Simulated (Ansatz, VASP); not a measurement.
Two plane-wave programs on CoO

Contents of INCAR:

```
SYSTEM = CoO
  PREC = Accurate
  ENCUT = 520
  EDIFF = 1E-6
  ISMEAR = 0
  SIGMA = 0.1
  LREAL = .False.
  LASPH = .True.
  NELM = 60
  ALGO = Normal
  ISIF = 2
  LWAVE = .False.
  LCHARG = .False.
  GGA = PE
  NBANDS = 14
```

Contents of KPOINTS:

```
Automatic mesh
0
Gamma
  16 16 16
  0 0 0
```

The input POSCAR:

```
CoO
1.0
    2.6161540064      0.0000000000      0.0000000000
    0.0000000000      2.6161540064      0.0000000000
    0.0000000000      0.0000000000      2.6161540064
Co O
1 1
Direct
    0.0000000000      0.0000000000      0.0000000000
    0.5000000000      0.5000000000      0.5000000000
```

Input for Ansatz:

```yaml
crystal:
  lattice:
    - [2.6161540064, 0.0, 0.0]
    - [0.0, 2.6161540064, 0.0]
    - [0.0, 0.0, 2.6161540064]
  atoms:
    - { symbol: Co, position: [0.0, 0.0, 0.0] }
    - { symbol: O, position: [0.5, 0.5, 0.5] }
basis:
  ecutwfc: 420
kpoints:
  mp_grid: { grid: [16, 16, 16] }
hamiltonian:
  xc: pbe
scf:
  occupations: { method: gaussian, width: 0.1 }
  lower_state_search: "off"
output:
  forces: true
  stress: true
  eigenvalues: true
```

Alike in both runs: task single point; functional PBE; k mesh 16 × 16 × 16; occupations gaussian, width 0.1 eV; no spin polarisation.

|  | VASP | Ansatz |
| --- | --- | --- |
| version | VASP 6.6.1 | Ansatz 0.2.0 |
| potentials or method | VASP PAW PBE potentials, release 64 (Co, O), cutoff 520 eV | scalar-relativistic, plane waves, PAW |
| valence electrons in the cell | 15 | 23 |

|  | VASP | Ansatz | Ansatz less VASP |
| --- | --- | --- | --- |
| gap on the k mesh at the Fermi level (eV) | none | none | - |
| pressure (GPa) | -14.2 | -13.9 | +0.28 |

A gap of «none» marks a metal or a gap that the smearing closes. VASP's potentials hold 15 valence electrons a cell and Ansatz's 23, so a difference there can come from the potentials and not from the codes.
